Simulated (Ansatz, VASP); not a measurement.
**One calculation of SiNi, two programs**

File INCAR:

```
PREC = Accurate
ENCUT = 520
EDIFF = 1E-6
ISMEAR = 0
SIGMA = 0.1
LREAL = False
LASPH = True
NELM = 60
ALGO = Normal
ISIF = 2
LWAVE = False
LCHARG = False
GGA = PE
NBANDS = 38
```

Contents of KPOINTS:

```
regular mesh
0
Gamma
  8 10 6
```

POSCAR

```
SiNi
1.0
    5.1731000000      0.0000000000      0.0000000000
    0.0000000000      3.3381000000      0.0000000000
    0.0000000000      0.0000000000      5.6049000000
Si Ni
4 4
Direct
    0.3212800000      0.7500000000      0.0825000000
    0.1787200000      0.2500000000      0.5825000000
    0.8212800000      0.7500000000      0.4175000000
    0.6787200000      0.2500000000      0.9175000000
    0.0077900000      0.2500000000      0.1875200000
    0.4922100000      0.7500000000      0.6875200000
    0.5077900000      0.2500000000      0.3124800000
    0.9922100000      0.7500000000      0.8124800000
```

Input for Ansatz:

```yaml
crystal:
  lattice:
    - [5.1731, 0.0, 0.0]
    - [0.0, 3.3381, 0.0]
    - [0.0, 0.0, 5.6049]
  atoms:
    - { symbol: Si, position: [0.32128, 0.75, 0.0825] }
    - { symbol: Si, position: [0.17872, 0.25, 0.5825] }
    - { symbol: Si, position: [0.82128, 0.75, 0.4175] }
    - { symbol: Si, position: [0.67872, 0.25, 0.9175] }
    - { symbol: Ni, position: [0.00779, 0.25, 0.18752] }
    - { symbol: Ni, position: [0.49221, 0.75, 0.68752] }
    - { symbol: Ni, position: [0.50779, 0.25, 0.31248] }
    - { symbol: Ni, position: [0.99221, 0.75, 0.81248] }
basis:
  ecutwfc: 420
kpoints:
  mp_grid: { grid: [8, 10, 6] }
hamiltonian:
  xc: pbe
scf:
  occupations: { method: gaussian, width: 0.1 }
output:
  forces: true
  stress: true
  eigenvalues: true
  populations: true
```

Alike in both runs: task single point; functional PBE; k mesh 8 × 10 × 6; occupations gaussian, width 0.1 eV; no spin polarisation.

```csv
,VASP,Ansatz
version,VASP 6.6.1,Ansatz 0.2.0
potentials or method,"VASP PAW PBE potentials, release 64 (Si, Ni), cutoff 520 eV","scalar-relativistic, plane waves, PAW"
valence electrons in the cell,56,88
```

|  | VASP | Ansatz | Ansatz less VASP |
| --- | --- | --- | --- |
| gap on the k mesh at the Fermi level (eV) | none | none | - |
| pressure (GPa) | 1.8 | 1.8 | +0.02 |
| traceless stress, the component that is largest in VASP (GPa) | -0.39 | -0.44 | -0.050 |
| rms of the force components (eV/Å) | 0.023 | 0.021 | -0.0023 |

Atom by atom the forces differ by 0.004 eV/Å (rms over components). A gap of «none» marks a metal or a gap that the smearing closes. VASP's potentials hold 56 valence electrons a cell and Ansatz's 88, so a difference there can come from the potentials and not from the codes.
